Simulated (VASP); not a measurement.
# MoS2 (P-3m1) in VASP: notebook, part 2 of 2

VASP 6.6.1. Earlier steps stand in the parts before.

## (3) Single point, PBE+D3(BJ)

This run uses another cell than the first one, of 16.69 Å³/atom.

The input, INCAR:

```
SYSTEM = MoS2
  ALGO = Normal
  EDIFF = 1E-6
  ENCUT = 520
  GGA = PE
  ISIF = 2
  ISMEAR = 0
  IVDW = 12
  LASPH = .True.
  LCHARG = .True.
  LELF = .True.
  LREAL = .False.
  LVHAR = .True.
  LWAVE = .False.
  NBANDS = 35
  NELM = 100
  PREC = Accurate
  SIGMA = 0.05
```

The input, KPOINTS:

```
k-points
0
Gamma
  12 12 4
  0 0 0
```

The input, POSCAR:

```
MoS2
1.0
    3.1493479319      0.0000000000      0.0000000000
   -1.5746739660      2.7274153144      0.0000000000
    0.0000000000      0.0000000000     11.6603000000
Mo S
2 4
Direct
    0.6666666667      0.3333333333      0.2501439769
    0.3333333333      0.6666666667      0.7498560231
    0.3333333333      0.6666666667      0.3795985159
    0.6666666667      0.3333333333      0.8793132861
    0.3333333333      0.6666666667      0.1206867139
    0.6666666667      0.3333333333      0.6204014841
```

Potentials or basis: VASP PAW PBE potentials, release 64 (Mo_sv, S).

Launch:

```bash
$ cat potpaw_PBE.64/Mo_sv/POTCAR potpaw_PBE.64/S/POTCAR > POTCAR
$ mpirun -np 1 vasp_std > vasp.out
```

OUTCAR:

```text
SYSTEM = MoS2
   EDIFF = 1E-6
   ENCUT = 520
   GGA = PE
   ISIF = 2
   ISMEAR = 0
   IVDW = 12
   LASPH = .True.
   LREAL = .False.
   NELM = 100
   PREC = Accurate
 IVDW          = 12

 ion  position               nearest neighbor table
   1  0.667  0.333  0.250-   3 2.36   3 2.36   3 2.36   5 2.36   5 2.36   5 2.36
   2  0.333  0.667  0.750-   6 2.36   6 2.36   6 2.36   4 2.36   4 2.36   4 2.36
   3  0.333  0.667  0.380-   1 2.36   1 2.36   1 2.36
   4  0.667  0.333  0.879-   2 2.36   2 2.36   2 2.36
   5  0.333  0.667  0.121-   1 2.36   1 2.36   1 2.36
   6  0.667  0.333  0.620-   2 2.36   2 2.36   2 2.36

  LATTYP: Found a hexagonal cell.
 ALAT       =     3.1493479319
 C/A-ratio  =     3.7024489679

  Lattice vectors:

 A1 = (   3.1493479319,   0.0000000000,   0.0000000000)
 A2 = (  -1.5746739660,   2.7274153144,   0.0000000000)
 A3 = (   0.0000000000,   0.0000000000,  11.6603000000)

Analysis of symmetry for initial positions (statically):
=====================================================================
 Subroutine PRICEL returns:
 Original cell was already a primitive cell.

 Routine SETGRP: Setting up the symmetry group for a
 hexagonal supercell.

 Subroutine GETGRP returns: Found 12 space group operations
 (whereof 12 operations were pure point group operations)
 out of a pool of 24 trial point group operations.

The static configuration has the point symmetry D_3d.

Analysis of symmetry for dynamics (positions and initial velocities):
=====================================================================
 Subroutine PRICEL returns:
 Original cell was already a primitive cell.

 Routine SETGRP: Setting up the symmetry group for a
 hexagonal supercell.

 Subroutine GETGRP returns: Found 12 space group operations
 (whereof 12 operations were pure point group operations)
 out of a pool of 24 trial point group operations.

The dynamic configuration has the point symmetry D_3d.

 Subroutine INISYM returns: Found 12 space group operations
 (whereof 12 operations are pure point group operations),
 and found     1 'primitive' translations

----------------------------------------------------------------------------------------

                                     Primitive cell

  volume of cell :     100.1571

  direct lattice vectors                    reciprocal lattice vectors
     3.149347932  0.000000000  0.000000000     0.317526047  0.183323749  0.000000000
    -1.574673966  2.727415314  0.000000000     0.000000000  0.366647498  0.000000000
     0.000000000  0.000000000 11.660300000     0.000000000  0.000000000  0.085761087

  length of vectors
     3.149347932  3.149347932 11.660300000     0.366647498  0.366647498  0.085761087

  position of ions in fractional coordinates (direct lattice)
     0.666666667  0.333333333  0.250143977
     0.333333333  0.666666667  0.749856023
     0.333333333  0.666666667  0.379598516
     0.666666667  0.333333333  0.879313286
     0.333333333  0.666666667  0.120686714
     0.666666667  0.333333333  0.620401484

  ion indices of the primitive-cell ions
   primitive index   ion index
                 1           1
                 2           2
                 3           3
                 4           4
                 5           5
[... 29 lines left out ...]
            Coordinates               Weight
  0.000000  0.000000  0.000000      1.000000
  0.083333  0.000000  0.000000      6.000000
  0.166667  0.000000  0.000000      6.000000
  0.250000  0.000000  0.000000      6.000000
  0.333333  0.000000  0.000000      6.000000
  0.416667  0.000000  0.000000      6.000000
[... 16 lines left out ...]
  0.166667  0.000000  0.250000      6.000000
  0.000000  0.166667  0.250000      6.000000
 [... further k-points ...]
   k-points           NKPTS =     69   k-points in BZ     NKDIM =     69   number of bands    NBANDS=     35
   number of dos      NEDOS =    301   number of ions     NIONS =      6
   total plane-waves  NPLWV =  51840
   dimension x,y,z NGX =    24 NGY =   24 NGZ =   90
   dimension x,y,z NGXF=    48 NGYF=   48 NGZF=  180
   ions per type =               2   4
   NGX,Y,Z   is equivalent  to a cutoff of  12.67, 12.67, 12.83 a.u.
   NGXF,Y,Z  is equivalent  to a cutoff of  25.34, 25.34, 25.66 a.u.
 SYSTEM =  MoS2
   PREC   = accura    normal or accurate (medium, high low for compatibility)
   ISTART =      0    job   : 0-new  1-cont  2-samecut
   ICHARG =      2    charge: 1-file 2-atom 10-const
   ISPIN  =      1    spin polarized calculation?
   LNONCOLLINEAR =      F non collinear calculations
   LSORBIT =      F    spin-orbit coupling
   LASPH  =      T    aspherical Exc in radial PAW
   ENCUT  =  520.0 eV  38.22 Ry    6.18 a.u.   5.86  5.86 21.68*2*pi/ulx,y,z
   NELM   =    100;   NELMIN=  2; NELMDL= -5     # of ELM steps
   EDIFF  = 0.1E-05   stopping-criterion for ELM
   LREAL  =      F    real-space projection
   EDIFFG = 0.1E-04   stopping-criterion for IOM
   NSW    =      0    number of steps for IOM
   IBRION =     -1    ionic relax: 0-MD 1-quasi-New 2-CG
   NFREE  =      0    steps in history (QN), initial steepest desc. (CG)
   ISIF   =      2    stress and relaxation
   ISYM   =      2    0-nonsym 1-usesym 2-fastsym
   POTIM  = 0.5000    time-step for ionic-motion
   TEBEG  =    0.0;   TEEND  =   0.0 temperature during run
   PSTRESS=    0.0 pullay stress
   NELECT =      52.0000    total number of electrons
   NUPDOWN=      -1.0000    fix difference up-down
   EMIN   =  10.00;   EMAX   =-10.00  energy-range for DOS
   EFERMI =   0.00;   METHOD = LEGACY
   ISMEAR =     0;   SIGMA  =   0.05  broadening in eV -4-tet -1-fermi 0-gaus
   EFERMI_NEDOS =   21; number of points for ismear=-14 and -15
   IALGO  =     38    algorithm
   IMIX   =      4    mixing-type and parameters
     AMIX     =   0.40;   BMIX     =  1.00
     AMIX_MAG =   1.60;   BMIX_MAG =  1.00
  volume/ion in A,a.u.               =      16.69       112.65
  Fermi-wavevector in a.u.,A,eV,Ry     =   1.315776  2.486457 23.555322  1.731267
  Thomas-Fermi vector in A             =   2.445935
   LORBIT       =      0    0 simple, 1 ext, 2 COOP (PROOUT), +10 PAW based schemes
   GGA     = PE    functional components
   LHFCALC =     F    Hartree Fock is set to
   AEXX    =    0.0000 exact exchange contribution
   IVDW    =    12    specifies the selected vdW correction
   LEPSILON=     F    determine dielectric tensor
   LRPA    =     F    only Hartree local field effects (RPA)
 non-spin polarized calculation
 Gauss-broadening in eV      SIGMA  =   0.05
  energy-cutoff  :      520.00
  volume of cell :      100.16
 maximum number of plane-waves:      2718
   NGX = 11   NGY = 11   NGZ = 43

 number of electron      51.9999996 magnetization

 Free energy of the ion-electron system (eV)
  ---------------------------------------------------
  ext. energy  EPLUGINS =         0.00000000
  ---------------------------------------------------
  free energy    TOTEN  =       -43.31186287 eV

  energy without entropy =      -43.31186287  energy(sigma->0) =      -43.31186287

 E-fermi :   9.0270     XC(G=0): -11.1989

 val. band max:        8.7372387054   @ k =   0.0000   0.0000   0.0000
 cond. band min:       9.3243290441   @ k =   0.3333   0.3333   0.0000
 fundamental gap:      0.5870903387
 Fermi energy:         9.0270064090

 k-point     1 :       0.0000    0.0000    0.0000
  band No.  band energies     occupation
      1     -53.0874      2.00000
      2     -53.0874      2.00000
      3     -27.2694      2.00000
      4     -27.2692      2.00000
      5     -27.0421      2.00000
      6     -27.0421      2.00000
[... 901 lines left out ...]
     34      11.2949      0.00000
     35      15.6221      0.00000

 [... further k-points ...]

------------------------ aborting loop because EDIFF is reached ----------------------------------------

 Edisp (eV)   -2.72549

 E8    (eV) :    -1.0989

  FORCE on cell =-STRESS in cart. coord.  units (eV):
  Direction    XX          YY          ZZ          XY          YZ          ZX
  --------------------------------------------------------------------------------------
  -------------------------------------------------------------------------------------
  Total       2.43172     2.43172     7.37171    -0.00000    -0.00000    -0.00000
  in kB      38.89932    38.89932   117.92264    -0.00000    -0.00000    -0.00000
  external pressure =       65.24 kB  Pullay stress =        0.00 kB

 VOLUME and BASIS-vectors are now :
 -----------------------------------------------------------------------------
  energy-cutoff  :      520.00
  volume of cell :      100.16
      direct lattice vectors                 reciprocal lattice vectors
     3.149347932  0.000000000  0.000000000     0.317526047  0.183323749  0.000000000
    -1.574673966  2.727415314  0.000000000     0.000000000  0.366647498  0.000000000
     0.000000000  0.000000000 11.660300000     0.000000000  0.000000000  0.085761087

 POSITION                                       TOTAL-FORCE (eV/Angst)
 -----------------------------------------------------------------------------------
      1.57467      0.90914      2.91675         0.000000     -0.000000     -0.001741
     -0.00000      1.81828      8.74355         0.000000      0.000000      0.001741
     -0.00000      1.81828      4.42623        -0.000000      0.000000      1.058468
      1.57467      0.90914     10.25306        -0.000000      0.000000      1.062625
     -0.00000      1.81828      1.40724         0.000000      0.000000     -1.062625
      1.57467      0.90914      7.23407        -0.000000     -0.000000     -1.058468
 -----------------------------------------------------------------------------------
    total drift:                               -0.000000      0.000000      0.000000

  FREE ENERGIE OF THE ION-ELECTRON SYSTEM (eV)
  ---------------------------------------------------
  free  energy   TOTEN  =       -46.0373558407 eV

  energy  without entropy=      -46.0373558407  energy(sigma->0) =      -46.03735584
```

It took 91 s on 1 thread of Intel Xeon 6975P-C (Granite Rapids), shared host; peak memory 0.34 GiB.

Results:

* Free energy: -46.0374 eV
* Pressure: 6.5 GPa
* Largest force: 1.063 eV/Å
* Band gap on the k mesh: 0.59 eV (least direct gap 1.59 eV)
* Dispersion energy per atom: -0.454 eV

Forces in eV/Å, atoms in the order of the input:
```
Mo   0.000  0.000 -0.002
Mo   0.000  0.000  0.002
S    0.000  0.000  1.058
S    0.000  0.000  1.063
S    0.000  0.000 -1.063
S    0.000  0.000 -1.058
```

Levels at points of the mesh, in eV from the valence-band top:
| k point | band 22 | band 23 | band 24 | band 25 | band 26 | band 27 | band 28 | band 29 | band 30 | band 31 |
| --- | --- | --- | --- | --- | --- | --- | --- | --- | --- | --- |
| (0.00, 0.00, 0.00) | -2.71 | -2.71 | -1.40 | -1.05 | 0.00 | 1.80 | 1.80 | 1.83 | 1.83 | 2.05 |
| (0.50, 0.00, 0.00) | -2.70 | -2.30 | -2.00 | -1.86 | -1.61 | 1.24 | 1.32 | 1.72 | 2.00 | 2.68 |
| (0.00, 0.00, 0.50) | -2.75 | -2.75 | -2.75 | -0.26 | -0.25 | 1.80 | 1.80 | 1.80 | 1.80 | 2.21 |
| (0.50, 0.00, 0.50) | -2.93 | -2.15 | -2.15 | -1.71 | -1.71 | 1.27 | 1.27 | 1.88 | 1.88 | 3.08 |

Caveat: the stress differs along the axes, from 4 to 12 GPa; semilocal functionals underestimate gaps, and a narrow one can read as zero; forces of over 1 eV/Å act on the atoms, so gaps and moduli don't describe the material at rest.

## (4) Single point, PBE+D3(BJ)

This run uses another cell than the first one, of 16.71 Å³/atom.

The input, INCAR:

```
  ALGO = Normal
  EDIFF = 1E-6
  ENCUT = 520
  GGA = PE
  ISIF = 2
  ISMEAR = 0
  IVDW = 12
  LASPH = True
  LCHARG = True
  LELF = True
  LREAL = False
  LVHAR = True
  LWAVE = False
  NBANDS = 35
  NELM = 80
  PREC = Accurate
  SIGMA = 0.05
```

The input, KPOINTS:

```
k-points
0
Gamma
  12 12 4
```

Changes to POSCAR since step 3:

```diff
@@ -2,5 +2,5 @@
 1.0
-    3.1493479319      0.0000000000      0.0000000000
-   -1.5746739660      2.7274153144      0.0000000000
-    0.0000000000      0.0000000000     11.6603000000
+    3.1808000000      0.0000000000      0.0000000000
+   -1.5904000000      2.7546536043      0.0000000000
+    0.0000000000      0.0000000000     11.4426000000
 Mo S
```

Launch:

```bash
$ cat potpaw_PBE.64/Mo_sv/POTCAR potpaw_PBE.64/S/POTCAR > POTCAR
$ mpirun -np 1 vasp_std > vasp.out
```

It took 1.7 min on 1 thread of Intel Xeon 6975P-C (Granite Rapids), shared host; peak memory 0.35 GiB.

The run converged. Its results:

* Free energy: -45.9132 eV
* Pressure: 6.8 GPa
* Largest force: 1.398 eV/Å
* Band gap on the k mesh: 0.22 eV (least direct gap 1.44 eV)
* Dispersion energy per atom: -0.454 eV

Forces in eV/Å, atoms in the order of the input:
```
Mo   0.000  0.000 -0.002
Mo   0.000  0.000  0.002
S    0.000  0.000  1.393
S    0.000  0.000  1.398
S    0.000  0.000 -1.398
S    0.000  0.000 -1.393
```

Stress tensor (GPa, compression positive):
```
 2.30  0.00  0.00
 0.00  2.30  0.00
 0.00  0.00 15.79
```

Levels at points of the mesh, in eV from the valence-band top:
```tsv
k point	band 24	band 25	band 26	band 27	band 28	band 29
(0.00, 0.00, 0.00)	-1.35	-0.94	0.00	1.56	1.56	1.59
(0.50, 0.00, 0.00)	-2.31	-2.05	-1.71	0.92	1.02	1.45
(0.00, 0.00, 0.50)	-2.79	-0.22	-0.22	1.56	1.56	1.56
(0.50, 0.00, 0.50)	-2.47	-1.85	-1.84	0.97	0.97	1.58
```

Caveat: the stress differs along the axes, from 2 to 16 GPa; semilocal functionals underestimate gaps, and a narrow one can read as zero; forces of over 1 eV/Å act on the atoms, so gaps and moduli don't describe the material at rest. A k mesh can miss the band edges.

## (5) Single point, PBE+D3(BJ)

This run uses another cell than the first one, of 16.75 Å³/atom.

The input, INCAR:

```
SYSTEM = MoS2
PREC = Accurate ; ENCUT = 520
EDIFF = 1E-6 ; ISMEAR = 0
SIGMA = 0.05 ; LREAL = .FALSE.
LASPH = .TRUE. ; NELM = 80
ALGO = Normal ; ISIF = 2
LWAVE = .FALSE. ; LCHARG = .TRUE.
GGA = PE ; IVDW = 12
LELF = .TRUE. ; LVHAR = .TRUE.
NBANDS = 35
```

The input, KPOINTS:

```
regular mesh
0
G
  12 12 4
  0 0 0
```

Changes to POSCAR since step 4:

```diff
@@ -2,5 +2,5 @@
 1.0
-    3.1808000000      0.0000000000      0.0000000000
-   -1.5904000000      2.7546536043      0.0000000000
-    0.0000000000      0.0000000000     11.4426000000
+    2.9919000000      0.0000000000      0.0000000000
+   -1.4959500000      2.5910614056      0.0000000000
+    0.0000000000      0.0000000000     12.9667000000
 Mo S
```

Launch:

```bash
$ cat potpaw_PBE.64/Mo_sv/POTCAR potpaw_PBE.64/S/POTCAR > POTCAR
$ mpirun -np 1 vasp_std > vasp.out
```

Wall time 1.7 min (1 thread of Intel Xeon 6975P-C (Granite Rapids), shared host); peak memory 0.36 GiB.

It converged, with:

```
Free energy                : -45.5242 eV
Pressure                   : 4.2 GPa
Largest force              : 0.939 eV/Å
Band gap on the k mesh     : 0.95 eV (least direct gap 1.68 eV)
Dispersion energy per atom : -0.452 eV
```

Forces in eV/Å, atoms in the order of the input:
```
Mo   0.000  0.000 -0.001
Mo   0.000  0.000  0.001
S    0.000  0.000 -0.939
S    0.000  0.000 -0.938
S    0.000  0.000  0.938
S    0.000  0.000  0.939
```

Stress tensor (GPa, compression positive):
```
 12.29   0.00   0.00
  0.00  12.29   0.00
  0.00   0.00 -11.99
```

Levels at points of the mesh, in eV from the valence-band top:
```tsv
k point	band 24	band 25	band 26	band 27	band 28	band 29
(0.00, 0.00, 0.00)	-0.81	-0.81	-0.36	3.05	3.05	3.13
(0.50, 0.00, 0.00)	-0.93	-0.53	-0.35	2.69	2.97	2.99
(0.00, 0.00, 0.50)	-0.82	-0.67	-0.67	3.09	3.09	3.09
(0.50, 0.00, 0.50)	-0.97	-0.44	-0.44	2.92	2.92	2.98
```

Caveat: the stress differs along the axes, from -12 to 12 GPa. A k mesh can miss the band edges.

## (6) Single point, PBE+D3(BJ)

This run uses another cell than the first one, of 16.03 Å³/atom.

The input, INCAR:

```
SYSTEM = MoS2
  PREC = Accurate
  ENCUT = 520
  EDIFF = 1E-6
  ISMEAR = 0
  SIGMA = 0.05
  LREAL = .FALSE.
  LASPH = .TRUE.
  NELM = 60
  ALGO = Normal
  ISIF = 2
  LWAVE = .FALSE.
  LCHARG = .TRUE.
  GGA = PE
  IVDW = 12
  LELF = .TRUE.
  LVHAR = .TRUE.
  NBANDS = 35
```

The input, KPOINTS:

```
Automatic mesh
0
G
  12 12 4
  0 0 0
```

Changes to POSCAR since step 5:

```diff
@@ -2,5 +2,5 @@
 1.0
-    2.9919000000      0.0000000000      0.0000000000
-   -1.4959500000      2.5910614056      0.0000000000
-    0.0000000000      0.0000000000     12.9667000000
+    3.0864000000      0.0000000000      0.0000000000
+   -1.5432000000      2.6729008062      0.0000000000
+    0.0000000000      0.0000000000     11.6603000000
 Mo S
```

Potentials or basis: VASP PAW PBE potentials, release 64 (Mo_sv, S).

Launch:

```bash
$ cat potpaw_PBE.64/Mo_sv/POTCAR potpaw_PBE.64/S/POTCAR > POTCAR
$ mpirun -np 1 vasp_std > vasp.out
```

It took 100 s on 1 thread of Intel Xeon 6975P-C (Granite Rapids), shared host; peak memory 0.34 GiB.

The run converged. Its results:

```yaml
Free_energy: -45.8357 eV
Pressure: 14.2 GPa
Largest_force: 1.580 eV/Å
Band_gap_on_the_k_mesh: 0.64 eV (least direct gap 1.79 eV)
Dispersion_energy_per_atom: -0.473 eV
```

Forces on the atoms (eV/Å):
```
Mo   0.000  0.000 -0.002
Mo   0.000  0.000  0.002
S    0.000  0.000  1.576
S    0.000  0.000  1.580
S    0.000  0.000 -1.580
S    0.000  0.000 -1.576
```

Stress tensor (GPa, compression positive):
```
12.56  0.00  0.00
 0.00 12.56  0.00
 0.00  0.00 17.55
```

Levels at points of the mesh, in eV from the valence-band top:
```tsv
k point	band 22	band 23	band 24	band 25	band 26	band 27	band 28	band 29	band 30	band 31
(0.00, 0.00, 0.00)	-2.62	-2.62	-1.58	-1.15	0.00	2.01	2.01	2.04	2.04	2.27
(0.50, 0.00, 0.00)	-2.81	-2.14	-1.84	-1.83	-1.63	1.51	1.58	1.95	2.31	2.83
(0.00, 0.00, 0.50)	-2.66	-2.66	-2.66	-0.31	-0.30	2.01	2.01	2.01	2.01	2.43
(0.50, 0.00, 0.50)	-3.03	-1.99	-1.99	-1.72	-1.72	1.54	1.54	2.15	2.15	3.23
```

Caveat: the cell stands under pressure; semilocal functionals underestimate gaps, and a narrow one can read as zero; forces of over 1 eV/Å act on the atoms, so gaps and moduli don't describe the material at rest. A k mesh can miss the band edges.

## (7) Summary

| cell | gap on the mesh (eV) | pressure (GPa) | largest force (eV/Å) |
| --- | --- | --- | --- |
| a = 3.086, b = 3.086, c = 12.096 Å, angles 90.0, 90.0, 120.0°, 6 atoms | 0.84 | 6.4 | 0.42 |
| a = 3.149, b = 3.149, c = 11.660 Å, angles 90.0, 90.0, 120.0°, 6 atoms | 0.59 | 6.5 | 1.06 |
| a = 3.181, b = 3.181, c = 11.443 Å, angles 90.0, 90.0, 120.0°, 6 atoms | 0.22 | 6.8 | 1.40 |
| a = 2.992, b = 2.992, c = 12.967 Å, angles 90.0, 90.0, 120.0°, 6 atoms | 0.95 | 4.2 | 0.94 |
| a = 3.086, b = 3.086, c = 11.660 Å, angles 90.0, 90.0, 120.0°, 6 atoms | 0.64 | 14.2 | 1.58 |

Alike in all rows: task single point; level PBE+D3(BJ); potentials or basis VASP PAW PBE potentials, release 64 (Mo_sv, S); no spin polarisation; k mesh 12 × 12 × 4; cutoff (eV) 520; smearing gaussian 0.05 eV.

Caveats: semilocal functionals underestimate gaps, and a narrow one can read as zero (at least some runs); forces of over 1 eV/Å act on the atoms, so gaps and moduli don't describe the material at rest (at least some runs); the cell stands under pressure (at least some runs); the stress differs along the axes, from 4 to 12 GPa (at least some runs); the stress differs along the axes, from 2 to 16 GPa (at least some runs); the stress differs along the axes, from -12 to 12 GPa (at least some runs).

Absolute energies hang on the potentials; compare differences alone.
